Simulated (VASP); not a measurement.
# W (I4/mmm) in VASP: a series of runs

The runs below take W through single point, with LDA.

Program: VASP 6.6.1. These are calculated values, not measurements. Logs are shortened: lines on timing, memory, paths and dates and some standing lists are left out, and cuts for length are marked.

### 1 The cell of the first run

It takes space group I4/mmm (No. 139, tetragonal). Conventional cell: a = 2.558 Å, b = 2.558 Å, c = 5.115 Å, α = 90.00°, β = 90.00°, γ = 90.00°. W (site symmetry 4/mmm) has 12 W at 2.56 to 3.13 Å within 3.4 Å.

### 2 Single point, LDA

Input file INCAR:

```
PREC = Accurate
ENCUT = 520
EDIFF = 1E-6
ISMEAR = 0
SIGMA = 0.15
LREAL = False
LASPH = True
NELM = 80
ALGO = Fast
ISIF = 2
LWAVE = False
LCHARG = True
GGA = CA
LELF = True
LVHAR = True
NBANDS = 13
```

Input file KPOINTS:

```
regular mesh
0
Gamma
  22 22 22
```

Input file POSCAR:

```
W
1.0
    0.0000000000      1.8086154429      2.5573822363
    1.8086154429      0.0000000000      2.5573822363
    1.8086154429      1.8086154429      0.0000000000
W
1
Direct
    0.0000000000      0.0000000000      0.0000000000
```

Potentials or basis: VASP PAW LDA potentials, release 64 (W_sv).

Started as:

```
> cat potpaw_LDA.64/W_sv/POTCAR > POTCAR
> mpirun -np 1 vasp_std > vasp.out
```

OUTCAR:

```text
PREC = Accurate
   ENCUT = 520
   EDIFF = 1E-6
   ISMEAR = 0
   LREAL = False
   LASPH = True
   NELM = 80
   ISIF = 2
   GGA = CA

 ion  position               nearest neighbor table
   1  0.000  0.000  0.000-

  LATTYP: Found a body centered tetragonal cell.
 ALAT       =     2.5577684885
 C/A-ratio  =     1.9996979772

  Lattice vectors:

 A1 = (  -1.8086154429,   0.0000000000,   2.5573822363)
 A2 = (   1.8086154429,   0.0000000000,   2.5573822363)
 A3 = (   0.0000000000,   1.8086154429,  -2.5573822363)

Analysis of symmetry for initial positions (statically):
=====================================================================
 Subroutine PRICEL returns:
 Original cell was already a primitive cell.

 Routine SETGRP: Setting up the symmetry group for a
 body centered tetragonal supercell.

 Subroutine GETGRP returns: Found 16 space group operations
 (whereof 16 operations were pure point group operations)
 out of a pool of 16 trial point group operations.

The static configuration has the point symmetry D_4h.

Analysis of symmetry for dynamics (positions and initial velocities):
=====================================================================
 Subroutine PRICEL returns:
 Original cell was already a primitive cell.

 Routine SETGRP: Setting up the symmetry group for a
 body centered tetragonal supercell.

 Subroutine GETGRP returns: Found 16 space group operations
 (whereof 16 operations were pure point group operations)
 out of a pool of 16 trial point group operations.

The dynamic configuration has the point symmetry D_4h.

 Subroutine INISYM returns: Found 16 space group operations
 (whereof 16 operations are pure point group operations),
 and found     1 'primitive' translations

----------------------------------------------------------------------------------------

                                     Primitive cell

  volume of cell :      16.7309

  direct lattice vectors                    reciprocal lattice vectors
     0.000000000  1.808615443  2.557382236    -0.276454567  0.276454567  0.195512424
     1.808615443  0.000000000  2.557382236     0.276454567 -0.276454567  0.195512424
     1.808615443  1.808615443  0.000000000     0.276454567  0.276454567 -0.195512424

  length of vectors
     3.132298473  3.132298473  2.557768488     0.437126256  0.437126256  0.437126256

  position of ions in fractional coordinates (direct lattice)
     0.000000000  0.000000000  0.000000000

  ion indices of the primitive-cell ions
   primitive index   ion index
                 1           1

----------------------------------------------------------------------------------------

 KPOINTS: regular mesh

Automatic generation of k-mesh.
 Grid dimensions read from file:
 generate k-points for:   22   22   22

 Generating k-lattice:

  Cartesian coordinates                     Fractional coordinates (reciprocal lattice)
    -0.012566117  0.012566117  0.008886928     0.045454545  0.000000000  0.000000000
     0.012566117 -0.012566117  0.008886928     0.000000000  0.045454545  0.000000000
     0.012566117  0.012566117 -0.008886928     0.000000000  0.000000000  0.045454545

  Length of vectors
     0.019869375  0.019869375  0.019869375

  Shift w.r.t. Gamma in fractional coordinates (k-lattice)
     0.000000000  0.000000000  0.000000000

 Subroutine IBZKPT returns following result:
 ===========================================

 Found    834 irreducible k-points:

 Following reciprocal coordinates:
            Coordinates               Weight
  0.000000  0.000000  0.000000      1.000000
  0.045455  0.000000  0.000000      8.000000
  0.090909  0.000000  0.000000      8.000000
  0.136364 -0.000000  0.000000      8.000000
  0.181818  0.000000  0.000000      8.000000
  0.227273  0.000000  0.000000      8.000000
[... 16 lines left out ...]
  0.500000  0.045455  0.000000      8.000000
 -0.454545  0.045455  0.000000      8.000000
 [... further k-points ...]
   k-points           NKPTS =    834   k-points in BZ     NKDIM =    834   number of bands    NBANDS=     13
   number of dos      NEDOS =    301   number of ions     NIONS =      1
   total plane-waves  NPLWV =  11520
   dimension x,y,z NGX =    24 NGY =   24 NGZ =   20
   dimension x,y,z NGXF=    48 NGYF=   48 NGZF=   40
   ions per type =               1
   NGX,Y,Z   is equivalent  to a cutoff of  12.74, 12.74, 13.00 a.u.
   NGXF,Y,Z  is equivalent  to a cutoff of  25.48, 25.48, 26.00 a.u.
 SYSTEM =  unknown system
   PREC   = accura    normal or accurate (medium, high low for compatibility)
   ISTART =      0    job   : 0-new  1-cont  2-samecut
   ICHARG =      2    charge: 1-file 2-atom 10-const
   ISPIN  =      1    spin polarized calculation?
   LNONCOLLINEAR =      F non collinear calculations
   LSORBIT =      F    spin-orbit coupling
   LASPH  =      T    aspherical Exc in radial PAW
   ENCUT  =  520.0 eV  38.22 Ry    6.18 a.u.   5.82  5.82  4.76*2*pi/ulx,y,z
   NELM   =     80;   NELMIN=  2; NELMDL= -5     # of ELM steps
   EDIFF  = 0.1E-05   stopping-criterion for ELM
   LREAL  =      F    real-space projection
   EDIFFG = 0.1E-04   stopping-criterion for IOM
   NSW    =      0    number of steps for IOM
   IBRION =     -1    ionic relax: 0-MD 1-quasi-New 2-CG
   NFREE  =      0    steps in history (QN), initial steepest desc. (CG)
   ISIF   =      2    stress and relaxation
   ISYM   =      2    0-nonsym 1-usesym 2-fastsym
   POTIM  = 0.5000    time-step for ionic-motion
   TEBEG  =    0.0;   TEEND  =   0.0 temperature during run
   PSTRESS=    0.0 pullay stress
   NELECT =      14.0000    total number of electrons
   NUPDOWN=      -1.0000    fix difference up-down
   EMIN   =  10.00;   EMAX   =-10.00  energy-range for DOS
   EFERMI =   0.00;   METHOD = LEGACY
   ISMEAR =     0;   SIGMA  =   0.15  broadening in eV -4-tet -1-fermi 0-gaus
   EFERMI_NEDOS =   21; number of points for ismear=-14 and -15
   IALGO  =     68    algorithm
   IMIX   =      4    mixing-type and parameters
     AMIX     =   0.40;   BMIX     =  1.00
     AMIX_MAG =   1.60;   BMIX_MAG =  1.00
  volume/ion in A,a.u.               =      16.73       112.91
  Fermi-wavevector in a.u.,A,eV,Ry     =   1.542688  2.915258 32.380324  2.379887
  Thomas-Fermi vector in A             =   2.648457
   LORBIT       =      0    0 simple, 1 ext, 2 COOP (PROOUT), +10 PAW based schemes
   GGA     = CA    functional components
   LHFCALC =     F    Hartree Fock is set to
   AEXX    =    0.0000 exact exchange contribution
   IVDW    =     0    specifies the selected vdW correction
   LEPSILON=     F    determine dielectric tensor
   LRPA    =     F    only Hartree local field effects (RPA)
 non-spin polarized calculation
 RMM-DIIS sequential band-by-band and
 Gauss-broadening in eV      SIGMA  =   0.15
  energy-cutoff  :      520.00
  volume of cell :       16.73
 maximum number of plane-waves:       482
   NGX = 11   NGY = 11   NGZ =  9

 number of electron      13.9999999 magnetization

 Free energy of the ion-electron system (eV)
  ---------------------------------------------------
  ext. energy  EPLUGINS =         0.00000000
  ---------------------------------------------------
  free energy    TOTEN  =       -13.43156150 eV

  energy without entropy =      -13.42486377  energy(sigma->0) =      -13.42821263

 E-fermi :  10.6003     XC(G=0): -13.4716

 val. band max:       10.5988918393   @ k =  -0.2727   0.0455   0.1818
 cond. band min:      10.6039411843   @ k =  -0.0455   0.3182   0.2727
 fundamental gap:      0.0050493450
 Fermi energy:        10.6002548321

 k-point     1 :       0.0000    0.0000    0.0000
  band No.  band energies     occupation
      1     -63.2509      2.00000
      2     -27.4617      2.00000
      3     -26.8264      2.00000
      4     -26.8264      2.00000
      5       1.3726      2.00000
      6       6.7643      2.00000
      7       8.3888      2.00000
      8      11.9130      0.00000
      9      11.9130      0.00000
     10      15.6891      0.00000
     11      22.9324      0.00000
     12      24.5920      0.00000
     13      31.6388      0.00000

 k-point     2 :       0.0455    0.0000    0.0000
  band No.  band energies     occupation
      1     -63.2477      2.00000
      2     -27.4641      2.00000
      3     -26.8638      2.00000
      4     -26.8243      2.00000
      5       1.4677      2.00000
      6       6.8271      2.00000
      7       8.4258      2.00000
      8      11.7575      0.00000
      9      11.9492      0.00000
     10      15.5778      0.00000
     11      23.0990      0.00000
     12      24.7837      0.00000
     13      30.9984      0.00000

 k-point     3 :       0.0909    0.0000    0.0000
  band No.  band energies     occupation
      1     -63.2383      2.00000
      2     -27.4715      2.00000
      3     -26.9718      2.00000
      4     -26.8180      2.00000
      5       1.7445      2.00000
      6       7.0013      2.00000
      7       8.5391      2.00000
      8      11.3577      0.00000
      9      12.0549      0.00000
     10      15.2680      0.00000
     11      23.4894      0.00000
     12      25.3907      0.00000
     13      29.7592      0.00000
[... 305 lines left out ...]
 k-point    23 :       0.5000    0.0455    0.0000
  band No.  band energies     occupation
      1     -63.0938      2.00000
      2     -28.5055      2.00000
      3     -27.5525      2.00000
      4     -26.7235      2.00000
      5       4.8348      2.00000
      6       7.3148      2.00000
      7      11.0991      0.00000
      8      11.5853      0.00000
      9      14.3399      0.00000
     10      14.4862      0.00000
     11      20.9449      0.00000
     12      22.0016      0.00000
     13      29.6466      0.00000

 k-point    24 :      -0.4545    0.0455    0.0000
  band No.  band energies     occupation
      1     -63.0913      2.00000
      2     -28.5325      2.00000
      3     -27.5446      2.00000
      4     -26.7194      2.00000
      5       4.8491      2.00000
      6       7.3452      2.00000
      7      10.8897      0.00636
      8      11.5384      0.00000
      9      14.4421      0.00000
     10      14.6007      0.00000
     11      21.2620      0.00000
     12      21.9251      0.00000
     13      29.3435      0.00000

 [... further k-points ...]

------------------------ aborting loop because EDIFF is reached ----------------------------------------

  FORCE on cell =-STRESS in cart. coord.  units (eV):
  Direction    XX          YY          ZZ          XY          YZ          ZX
  --------------------------------------------------------------------------------------
  -------------------------------------------------------------------------------------
  Total        0.8929448      0.8929448     -4.0614776      0.0000000      0.0000000      0.0000000
  in kB       85.5100309     85.5100309   -388.9345578      0.0000000      0.0000000      0.0000000
  external PRESSURE =     -72.6381653 kB  Pullay stress =       0.0000000 kB

 VOLUME and BASIS-vectors are now :
 -----------------------------------------------------------------------------
  energy-cutoff  :      520.00
  volume of cell :       16.73
      direct lattice vectors                 reciprocal lattice vectors
     0.000000000  1.808615443  2.557382236    -0.276454567  0.276454567  0.195512424
     1.808615443  0.000000000  2.557382236     0.276454567 -0.276454567  0.195512424
     1.808615443  1.808615443  0.000000000     0.276454567  0.276454567 -0.195512424

 POSITION                                       TOTAL-FORCE (eV/Angst)
 -----------------------------------------------------------------------------------
      0.00000      0.00000      0.00000        -0.000000      0.000000      0.000000
 -----------------------------------------------------------------------------------
    total drift:                               -0.000000      0.000000     -0.000000

  FREE ENERGIE OF THE ION-ELECTRON SYSTEM (eV)
  ---------------------------------------------------
  free  energy   TOTEN  =       -13.4315614951 eV

  energy  without entropy=      -13.4248637738  energy(sigma->0) =      -13.42821263
```

Wall time 56 s (1 thread of Intel Xeon 6975P-C (Granite Rapids), shared host); peak memory 0.27 GiB.

Results:

| Property | Result |
| --- | --- |
| Free energy | -13.4316 eV |
| Pressure | -7.3 GPa |
| Band gap on the k mesh | zero (band 7 reaches 12.47 eV, above the bottom of band 8 at 9.75 eV) |

Levels at points of the mesh, in eV from the Fermi level:
| k point | band 5 | band 6 | band 7 | band 8 | band 9 | band 10 |
| --- | --- | --- | --- | --- | --- | --- |
| (0.00, 0.00, 0.00) | -9.23 | -3.84 | -2.21 | 1.31 | 1.31 | 5.09 |
| (0.50, 0.00, 0.00) | -5.82 | -3.24 | 0.59 | 0.92 | 3.70 | 3.87 |
| (0.50, 0.50, 0.00) | -6.36 | -4.91 | -0.97 | 4.54 | 4.54 | 5.55 |
| (0.50, 0.00, 0.50) | -6.09 | -4.36 | 1.42 | 2.56 | 5.12 | 8.39 |

Caveat: spin-orbit coupling is left out, which moves the levels of the heavy elements.

### 3 Single point, LDA

This run uses another cell than the first one, of the same volume but with other edges.

Input file INCAR:

```
SYSTEM = W
ALGO = Fast ; EDIFF = 1E-6
ENCUT = 520 ; ISIF = 2
ISMEAR = 0 ; LASPH = .True.
LCHARG = .True. ; LELF = .True.
LREAL = .False. ; LVHAR = .True.
LWAVE = .False. ; NBANDS = 13
NELM = 60 ; PREC = Accurate
SIGMA = 0.15
```

Input file KPOINTS:

```
k-points
0
Gamma
  22 22 22
  0 0 0
```

Input file POSCAR:

```
W
1.0
    0.0000000000      2.1430043997      1.8215537398
    2.1430043997      0.0000000000      1.8215537398
    2.1430043997      2.1430043997      0.0000000000
W
1
Direct
    0.0000000000      0.0000000000      0.0000000000
```

Potentials or basis: VASP PAW LDA potentials, release 64 (W_sv).

Started as:

```
> cat potpaw_LDA.64/W_sv/POTCAR > POTCAR
> mpirun -np 1 vasp_std > vasp.out
```

It took 58 s on 1 thread of Intel Xeon 6975P-C (Granite Rapids), shared host; peak memory 0.28 GiB.

Results (log left out):

| Item | Value |
| --- | --- |
| Free energy | -13.7732 eV |
| Pressure | -18.3 GPa |
| Band gap on the k mesh | zero (band 7 reaches 14.91 eV, above the bottom of band 8 at 9.59 eV) |

Stress tensor (GPa, compression positive):
```
 -9.04   0.00   0.00
  0.00  -9.04   0.00
  0.00   0.00 -36.90
```

Levels at points of the mesh, in eV from the Fermi level:
```
           k point  band 3  band 4  band 5  band 6  band 7  band 8  band 9  band 10  band 11  band 12
(0.00, 0.00, 0.00)  -37.59  -37.58   -9.17   -1.38   -1.38    0.51    0.53     2.90    12.92    15.94
(0.50, 0.00, 0.00)  -37.86  -37.62   -5.84   -2.28    0.20    0.44    3.60     5.21     9.84    11.91
(0.50, 0.50, 0.00)  -38.19  -38.19   -5.58   -5.06    4.46    4.99    5.14     5.14     9.69     9.69
(0.50, 0.00, 0.50)  -38.01  -37.75   -5.78   -4.39    1.73    3.79    4.02     5.88    11.14    11.23
```

Caveat: spin-orbit coupling is left out, which moves the levels of the heavy elements.

### 4 Single point, LDA

This run uses another cell than the first one, of the same volume but with other edges.

Input file INCAR:

```
SYSTEM = W
ALGO     = Fast           ! electronic algorithm
EDIFF    = 1E-6           ! SCF threshold, eV
ENCUT    = 520            ! plane-wave cutoff, eV
GGA      = CA             ! functional
ISIF     = 2              ! what is computed and relaxed
ISMEAR   = 0              ! smearing method
LASPH    = .True.         ! aspherical terms in the spheres
LCHARG   = .True.         ! write CHGCAR
LELF     = .True.         ! ELF
LREAL    = .False.        ! projectors in reciprocal space
LVHAR    = .True.       
LWAVE    = .False.        ! write WAVECAR
NBANDS   = 13             ! bands
NELM     = 100            ! most SCF steps
PREC     = Accurate       ! precision mode
SIGMA    = 0.15           ! smearing width, eV
```

KPOINTS is that of step 3.

Input file POSCAR:

```
W
1.0
    0.0000000000      1.9103031386      2.2923637664
    1.9103031386      0.0000000000      2.2923637664
    1.9103031386      1.9103031386      0.0000000000
W
1
Direct
    0.0000000000      0.0000000000      0.0000000000
```

Started as:

```
> cat potpaw_LDA.64/W_sv/POTCAR > POTCAR
> mpirun -np 1 vasp_std > vasp.out
```

Wall time 52 s (1 thread of Intel Xeon 6975P-C (Granite Rapids), shared host); peak memory 0.27 GiB.

The run converged. Its results:

- Free energy: -13.6661 eV
- Pressure: -15.5 GPa
- Band gap on the k mesh: zero (band 7 reaches 13.90 eV, above the bottom of band 8 at 9.81 eV)

Stress tensor (GPa, compression positive):
```
-15.88   0.00   0.00
  0.00 -15.88   0.00
  0.00   0.00 -14.78
```

Levels at points of the mesh, in eV from the Fermi level:
```
           k point  band 5  band 6  band 7  band 8  band 9  band 10
(0.00, 0.00, 0.00)   -9.16   -2.46   -0.09    0.12    0.12     3.73
(0.50, 0.00, 0.00)   -5.82   -2.31    0.12    0.45    3.90     4.72
(0.50, 0.50, 0.00)   -5.91   -4.61    0.60    4.84    4.92     4.92
(0.50, 0.00, 0.50)   -5.71   -4.66    3.43    3.63    3.96     6.78
```

Caveat: spin-orbit coupling is left out, which moves the levels of the heavy elements.

### 5 Summary

```tsv
cell	gap on the mesh (eV)	pressure (GPa)
a = 3.132, b = 3.132, c = 2.558 Å, angles 65.9, 65.9, 48.2°, 1 atom	none	-7.3
a = 2.813, b = 2.813, c = 3.031 Å, angles 57.4, 57.4, 65.2°, 1 atom	none	-18.3
a = 2.984, b = 2.984, c = 2.702 Å, angles 63.1, 63.1, 53.8°, 1 atom	none	-15.5
```

Alike in all rows: task single point; level LDA; potentials or basis VASP PAW LDA potentials, release 64 (W_sv); no spin polarisation; k mesh 22 × 22 × 22; cutoff (eV) 520; smearing gaussian 0.15 eV.

Caveats: spin-orbit coupling is left out, which moves the levels of the heavy elements.

Absolute energies hang on the potentials; compare differences alone.
